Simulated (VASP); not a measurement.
Wanted: the native input for a VASP 6.6.1 run.

| Item | Value |
| --- | --- |
| Task | single point |
| Functional | PBE |
| Potentials or basis | VASP PAW PBE potentials, release 64 (Cu, I) |
| Cutoff | 520 eV |
| k mesh | 5 × 5 × 6 |
| Occupations | fermi-dirac, width 0.02 eV |
| Spin | no spin polarisation |
| Dipole correction | no |
| Further INCAR settings | ALGO = Normal; EDIFF = 1e-07; NBANDS = 26 |

The structure of CuI lies in POSCAR:

```
CuI
1.0
    3.8451626177     -3.8224189611      0.0000000000
    3.8451626177      3.8224189611      0.0000000000
    0.0000000000      0.0000000000      4.3069976700
Cu I
2 2
Direct
    0.4204388300      0.5795611700      0.7500000000
    0.5795611700      0.4204388300      0.2500000000
    0.7700426800      0.2299573200      0.7500000000
    0.2299573200      0.7700426800      0.2500000000
```

This cell differs from its parent crystal: equal xx and yy strain of +3 %.

One way to write it, as run:

INCAR

```
SYSTEM = CuI
  PREC = Accurate
  ENCUT = 520
  EDIFF = 1E-7
  ISMEAR = -1
  SIGMA = 0.02
  LREAL = .False.
  LASPH = .True.
  NELM = 60
  ALGO = Normal
  ISIF = 2
  LWAVE = .False.
  LCHARG = .True.
  GGA = PE
  LELF = .True.
  LVHAR = .True.
  NBANDS = 26
```

KPOINTS

```
regular mesh
0
Gamma
  5 5 6
  0 0 0
```

Potentials or basis: VASP PAW PBE potentials, release 64 (Cu, I).

Run with:

```bash
$ cat potpaw_PBE.64/Cu/POTCAR potpaw_PBE.64/I/POTCAR > POTCAR
$ mpirun -np 1 vasp_std > vasp.out
```

Results of the run:

```yaml
Pressure: -0.2 GPa
Largest_force: 0.302 eV/Å
Band_gap_on_the_k_mesh: 0.92 eV
```

Caveat: the cell differs from its parent crystal (equal xx and yy strain of +3 %); spin-orbit coupling is left out, which moves the levels of the heavy elements.

Wall time 54 s on 1 thread of AMD EPYC 9R45 96-Core Processor (Zen 5), with other jobs on the host, peak memory 0.25 GiB.
